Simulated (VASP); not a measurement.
# CuO (Cccm) in VASP: single point with PBEsol

Aim: the single point of CuO with PBEsol.

All numbers are computed with VASP 6.6.1; they aren't measurements. Logs are shortened: lines on timing, memory, paths and dates and some standing lists are left out, and cuts for length are marked.

## 1. The cell of the first run

The typed cell holds 4 atoms: a = 2.894 Å, b = 2.894 Å, c = 5.092 Å, α = 90.00°, β = 90.00°, γ = 90.02°.

## 2. Single point, PBEsol

Input file INCAR:

```
  PREC = Accurate
  ENCUT = 520
  EDIFF = 1E-7
  ISMEAR = 0
  SIGMA = 0.1
  LREAL = F
  LASPH = T
  NELM = 100
  ALGO = Fast
  ISIF = 2
  LWAVE = F
  LCHARG = F
  GGA = PS
  NBANDS = 25
```

Input file KPOINTS:

```
regular mesh
0
Gamma
  14 14 8
```

Input file POSCAR:

```
CuO
1.0
    2.0461380401     -2.0469547570      0.0000000000
    2.0461380401      2.0469547570      0.0000000000
    0.0000000000      0.0000000000      5.0921157438
Cu O
2 2
Direct
    0.0000000000      0.5000000000      0.0000000000
    0.5000000000      0.0000000000      0.5000000000
    0.5000000000      0.5000000000      0.2500000000
    0.5000000000      0.5000000000      0.7500000000
```

Potentials or basis: VASP PAW PBE potentials, release 64 (Cu, O).

On the command line:

```sh
> cat potpaw_PBE.64/Cu/POTCAR potpaw_PBE.64/O/POTCAR > POTCAR
> mpirun -np 1 vasp_std > vasp.out
```

OUTCAR:

```text
PREC = Accurate
   ENCUT = 520
   EDIFF = 1E-7
   ISMEAR = 0
   LREAL = F
   LASPH = T
   NELM = 100
   ISIF = 2
   GGA = PS

 ion  position               nearest neighbor table
   1  0.000  0.500  0.000-   3 1.93   4 1.93   3 1.93   4 1.93
   2  0.500  0.000  0.500-   3 1.93   4 1.93   3 1.93   4 1.93
   3  0.500  0.500  0.250-   1 1.93   2 1.93   2 1.93   1 1.93
   4  0.500  0.500  0.750-   1 1.93   2 1.93   2 1.93   1 1.93

  LATTYP: Found a base centered orthorhombic cell.
 ALAT       =     4.0922760802
 B/A-ratio  =     1.0003991504
 C/A-ratio  =     1.2443236097

  Lattice vectors:

 A1 = (   2.0461380401,  -2.0469547570,   0.0000000000)
 A2 = (   2.0461380401,   2.0469547570,   0.0000000000)
 A3 = (   0.0000000000,   0.0000000000,   5.0921157438)

Analysis of symmetry for initial positions (statically):
=====================================================================
 Subroutine PRICEL returns:
 Original cell was already a primitive cell.

 Routine SETGRP: Setting up the symmetry group for a
 base centered orthorhombic supercell.

 Subroutine GETGRP returns: Found  8 space group operations
 (whereof  4 operations were pure point group operations)
 out of a pool of  8 trial point group operations.

The static configuration has the point symmetry C_2h.
 The point group associated with its full space group is D_2h.

Analysis of symmetry for dynamics (positions and initial velocities):
=====================================================================
 Subroutine PRICEL returns:
 Original cell was already a primitive cell.

 Routine SETGRP: Setting up the symmetry group for a
 base centered orthorhombic supercell.

 Subroutine GETGRP returns: Found  8 space group operations
 (whereof  4 operations were pure point group operations)
 out of a pool of  8 trial point group operations.

The dynamic configuration has the point symmetry C_2h.
 The point group associated with its full space group is D_2h.

 Subroutine INISYM returns: Found  8 space group operations
 (whereof  4 operations are pure point group operations),
 and found     1 'primitive' translations

----------------------------------------------------------------------------------------

                                     Primitive cell

[... 86 lines left out ...]
   ISTART =      0    job   : 0-new  1-cont  2-samecut
   ICHARG =      2    charge: 1-file 2-atom 10-const
   ISPIN  =      1    spin polarized calculation?
   LNONCOLLINEAR =      F non collinear calculations
   LSORBIT =      F    spin-orbit coupling
   LASPH  =      T    aspherical Exc in radial PAW
   ENCUT  =  520.0 eV  38.22 Ry    6.18 a.u.   5.38  5.38  9.47*2*pi/ulx,y,z
   NELM   =    100;   NELMIN=  2; NELMDL= -5     # of ELM steps
   EDIFF  = 0.1E-06   stopping-criterion for ELM
   LREAL  =      F    real-space projection
   EDIFFG = 0.1E-05   stopping-criterion for IOM
   NSW    =      0    number of steps for IOM
   IBRION =     -1    ionic relax: 0-MD 1-quasi-New 2-CG
   NFREE  =      0    steps in history (QN), initial steepest desc. (CG)
   ISIF   =      2    stress and relaxation
   ISYM   =      2    0-nonsym 1-usesym 2-fastsym
   POTIM  = 0.5000    time-step for ionic-motion
   TEBEG  =    0.0;   TEEND  =   0.0 temperature during run
   PSTRESS=    0.0 pullay stress
   NELECT =      34.0000    total number of electrons
   NUPDOWN=      -1.0000    fix difference up-down
   EMIN   =  10.00;   EMAX   =-10.00  energy-range for DOS
   EFERMI =   0.00;   METHOD = LEGACY
   ISMEAR =     0;   SIGMA  =   0.10  broadening in eV -4-tet -1-fermi 0-gaus
   EFERMI_NEDOS =   21; number of points for ismear=-14 and -15
   IALGO  =     68    algorithm
   IMIX   =      4    mixing-type and parameters
     AMIX     =   0.40;   BMIX     =  1.00
     AMIX_MAG =   1.60;   BMIX_MAG =  1.00
  volume/ion in A,a.u.               =      10.66        71.96
  Fermi-wavevector in a.u.,A,eV,Ry     =   1.517903  2.868421 31.348221  2.304029
  Thomas-Fermi vector in A             =   2.627096
   LORBIT       =      0    0 simple, 1 ext, 2 COOP (PROOUT), +10 PAW based schemes
   GGA     = PS    functional components
   LHFCALC =     F    Hartree Fock is set to
   AEXX    =    0.0000 exact exchange contribution
   IVDW    =     0    specifies the selected vdW correction
   LEPSILON=     F    determine dielectric tensor
   LRPA    =     F    only Hartree local field effects (RPA)
 non-spin polarized calculation
 RMM-DIIS sequential band-by-band and
 Gauss-broadening in eV      SIGMA  =   0.10
  energy-cutoff  :      520.00
  volume of cell :       42.66
 maximum number of plane-waves:      1171
 NGX is ok and might be reduce to    24
   NGX = 11   NGY = 11   NGZ = 19

 number of electron      33.9999966 magnetization

 Free energy of the ion-electron system (eV)
  ---------------------------------------------------
  ext. energy  EPLUGINS =         0.00000000
  ---------------------------------------------------
  free energy    TOTEN  =       -21.48240485 eV

  energy without entropy =      -21.46964321  energy(sigma->0) =      -21.47602403

 E-fermi :   5.2290     XC(G=0): -11.8061

 val. band max:        5.2243280903   @ k =   0.4286   0.2857   0.3750
 cond. band min:       5.2307599261   @ k =   0.3571  -0.0000   0.1250
 fundamental gap:      0.0064318358
 Fermi energy:         5.2289875418

 k-point     1 :       0.0000    0.0000    0.0000
  band No.  band energies     occupation
      1     -14.8623      2.00000
      2     -13.4286      2.00000
      3      -3.3369      2.00000
      4      -0.5018      2.00000
      5      -0.5010      2.00000
      6       1.2520      2.00000
[... 661 lines left out ...]
     24      18.2681      0.00000
     25      20.1483      0.00000

 [... further k-points ...]
[... 5 lines left out ...]
  --------------------------------------------------------------------------------------
  -------------------------------------------------------------------------------------
  Total        0.1719392      0.1707466      0.2936608     -0.0000000      0.0000000      0.0000000
  in kB        6.4582383      6.4134419     11.0302453     -0.0000000      0.0000000      0.0000000
  external PRESSURE =       7.9673085 kB  Pullay stress =       0.0000000 kB

 VOLUME and BASIS-vectors are now :
 -----------------------------------------------------------------------------
  energy-cutoff  :      520.00
  volume of cell :       42.66
      direct lattice vectors                 reciprocal lattice vectors
     2.046138040 -2.046954757  0.000000000     0.244362790 -0.244265291  0.000000000
     2.046138040  2.046954757  0.000000000     0.244362790  0.244265291  0.000000000
     0.000000000  0.000000000  5.092115744     0.000000000  0.000000000  0.196382025

 POSITION                                       TOTAL-FORCE (eV/Angst)
 -----------------------------------------------------------------------------------
      1.02307      1.02348      0.00000        -0.000000      0.000000      0.000000
      1.02307     -1.02348      2.54606         0.000000      0.000000      0.000000
      2.04614      0.00000      1.27303        -0.000000     -0.000000     -0.000000
      2.04614      0.00000      3.81909        -0.000000     -0.000000      0.000000
 -----------------------------------------------------------------------------------
    total drift:                                0.000000     -0.000000     -0.000000

  FREE ENERGIE OF THE ION-ELECTRON SYSTEM (eV)
  ---------------------------------------------------
  free  energy   TOTEN  =       -21.4824048534 eV

  energy  without entropy=      -21.4696432147  energy(sigma->0) =      -21.47602403
```

OSZICAR:

```text
N       E                     dE             d eps       ncg     rms          rms(c)
DAV:   1     0.296064249778E+03    0.29606E+03   -0.16340E+04 15029   0.212E+03
DAV:   2     0.103121860211E+02   -0.28575E+03   -0.26295E+03 14528   0.393E+02
DAV:   3    -0.263673273322E+02   -0.36680E+02   -0.34785E+02 17918   0.157E+02
DAV:   4    -0.276264999413E+02   -0.12592E+01   -0.12522E+01 17745   0.310E+01
DAV:   5    -0.276509308692E+02   -0.24431E-01   -0.24420E-01 18573   0.383E+00    0.179E+01
RMM:   6    -0.253474304863E+02    0.23035E+01   -0.40771E+01 16829   0.873E+01    0.141E+01
RMM:   7    -0.215314416858E+02    0.38160E+01   -0.11955E+01 16653   0.453E+01    0.260E+00
RMM:   8    -0.215116785299E+02    0.19763E-01   -0.34125E-01 18900   0.449E+00    0.162E+00
RMM:   9    -0.214967178198E+02    0.14961E-01   -0.10379E-01 18857   0.341E+00    0.953E-01
RMM:  10    -0.214818294680E+02    0.14888E-01   -0.43362E-02 18884   0.205E+00    0.179E-01
RMM:  11    -0.214820720533E+02   -0.24259E-03   -0.94564E-03 18707   0.106E+00    0.104E-01
RMM:  12    -0.214823050600E+02   -0.23301E-03   -0.34333E-03 18677   0.501E-01    0.429E-02
RMM:  13    -0.214823647619E+02   -0.59702E-04   -0.11391E-03 18988   0.342E-01    0.163E-02
RMM:  14    -0.214824044124E+02   -0.39651E-04   -0.43698E-04 20016   0.124E-01    0.890E-03
RMM:  15    -0.214824159814E+02   -0.11569E-04   -0.45105E-05 18350   0.771E-02    0.266E-02
RMM:  16    -0.214824044422E+02    0.11539E-04   -0.31587E-05 17603   0.727E-02    0.833E-04
RMM:  17    -0.214824048236E+02   -0.38145E-06   -0.40098E-06 18158   0.150E-02    0.107E-03
RMM:  18    -0.214824048534E+02   -0.29764E-07   -0.35110E-07 13866   0.658E-03
   1 F= -.21482405E+02 E0= -.21476024E+02  d E =-.127616E-01
```

stdout:

```text
POSCAR found type information on POSCAR CuO
 POSCAR found :  2 types and       4 ions
 scaLAPACK will be used
 -----------------------------------------------------------------------------
|                                                                             |
|                                                                             |
|     You enforced a specific xc type in the INCAR file but a different       |
|     I HOPE YOU KNOW WHAT YOU ARE DOING!                                     |
|                                                                             |
 -----------------------------------------------------------------------------

 LDA part: xc-table for (Slater+PW92), standard interpolation
 POSCAR, INCAR and KPOINTS ok, starting setup
 FFT: planning ... GRIDC
 FFT: planning ... GRID_SOFT
 FFT: planning ... GRID
 WAVECAR not read
 entering main loop
WARNING in EDDRMM: call to ZHEGV failed, returncode =   6  3     24
WARNING in EDDRMM: call to ZHEGV failed, returncode =   8  4     22
WARNING in EDDRMM: call to ZHEGV failed, returncode =   6  3     25
WARNING in EDDRMM: call to ZHEGV failed, returncode =   8  4     23
WARNING in EDDRMM: call to ZHEGV failed, returncode =   8  4     24
```

Wall time 3.3 min (1 thread of Oxide Virtual Turin-like, shared host); peak memory 0.32 GiB.

Results:

```yaml
Free_energy: -21.4824 eV
Pressure: 0.8 GPa
Band_gap_on_the_k_mesh: zero (bands 17 and 18 overlap by 1.21 eV)
```

Levels at points of the mesh, in eV from the Fermi level:
| k point | band 14 | band 15 | band 16 | band 17 | band 18 | band 19 | band 20 | band 21 |
| --- | --- | --- | --- | --- | --- | --- | --- | --- |
| (0.00, 0.00, 0.00) | -2.50 | -2.40 | -2.01 | 0.69 | 0.69 | 1.45 | 6.00 | 7.41 |
| (0.50, 0.00, 0.00) | -1.99 | -1.65 | -1.58 | 0.22 | 0.46 | 3.50 | 5.94 | 6.55 |
| (0.50, 0.50, 0.00) | -2.46 | -1.66 | -1.25 | -1.25 | 1.17 | 1.87 | 7.13 | 9.95 |
| (0.00, 0.00, 0.50) | -2.40 | -1.63 | -1.63 | 0.08 | 0.08 | 3.51 | 3.51 | 11.70 |
| (0.50, 0.00, 0.50) | -2.47 | -2.12 | -1.90 | -0.15 | 0.69 | 4.18 | 5.95 | 8.22 |
| (0.50, 0.50, 0.50) | -2.02 | -1.48 | -1.48 | -0.52 | -0.52 | 3.82 | 3.82 | 10.81 |

Caveat: the PAW data sets were made with another functional, which shifts forces and pressure a little; semilocal functionals often make such compounds metallic where correlation or magnetic order opens a gap, which also shifts bond lengths. With open d or f shells a metallic result of PBEsol can be an artefact of self-interaction; +U or a hybrid may open a gap.
